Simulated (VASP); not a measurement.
ZnO2:

```xyz
12
Lattice="4.9573 0.0000 0.0000 0.0000 4.9573 0.0000 0.0000 0.0000 4.9573" Properties=species:S:1:pos:R:3 pbc="T T T"
Zn    0.0000    2.4787    2.4787
Zn    2.4787    2.4787    0.0000
Zn    2.4787    0.0000    2.4787
Zn    0.0000    0.0000    0.0000
O     2.0453    0.4334    4.5240
O     0.4334    4.5240    2.0453
O     4.5240    2.0453    0.4334
O     2.9120    2.9120    2.9120
O     2.0453    2.0453    2.0453
O     0.4334    2.9120    4.5240
O     4.5240    0.4334    2.9120
O     2.9120    4.5240    0.4334
```

| Quantity | Value |
| --- | --- |
| Program | VASP 6.6.1 |
| Task | relaxation of cell and atoms |
| Functional | r2SCAN |
| Potentials or basis | VASP PAW PBE potentials, release 64 (Zn, O) |
| Cutoff | 600 eV |
| k mesh | 4 × 4 × 4 |
| Occupations | gaussian, width 0.1 eV |
| Spin | no spin polarisation |

At the start: pressure -6.9 GPa; volume 10.15 Å³/atom.

Question: How do energy, volume and symmetry change on relaxing?

Answer: Over 6 steps the energy falls by 11.2 meV/atom and the volume is 9.67 Å³/atom (-4.7 %); space group Pa-3 (No. 205, to 0.1 Å) before and after.

Step by step:
| step | energy change (eV) | largest force (eV/Å) | pressure (GPa) | volume (Å³) |
| --- | --- | --- | --- | --- |
| 1 | 0.0000 | 0.0063 | -6.94 | 121.83 |
| 2 | -0.1033 | 0.4686 | 3.44 | 114.23 |
| 3 | -0.1251 | 0.3265 | 0.21 | 116.36 |
| 4 | -0.1250 | 0.3159 | -0.07 | 116.53 |
| 5 | -0.1270 | 0.2942 | 0.14 | 115.71 |
| 6 | -0.1348 | 0.0205 | 0.05 | 116.09 |

Final structure:
```xyz
12
Lattice="4.8783 0.0000 0.0000 0.0000 4.8783 0.0000 0.0000 0.0000 4.8783" Properties=species:S:1:pos:R:3 pbc="T T T"
Zn    0.0000    2.4391    2.4391
Zn    2.4391    2.4391    0.0000
Zn    2.4391    0.0000    2.4391
Zn    0.0000    0.0000    0.0000
O     2.0084    0.4307    4.4475
O     0.4307    4.4475    2.0084
O     4.4475    2.0084    0.4307
O     2.8698    2.8698    2.8698
O     2.0084    2.0084    2.0084
O     0.4307    2.8698    4.4475
O     4.4475    0.4307    2.8698
O     2.8698    4.4475    0.4307
```

Caveat: the PAW data sets were made with another functional, which shifts forces and pressure a little.
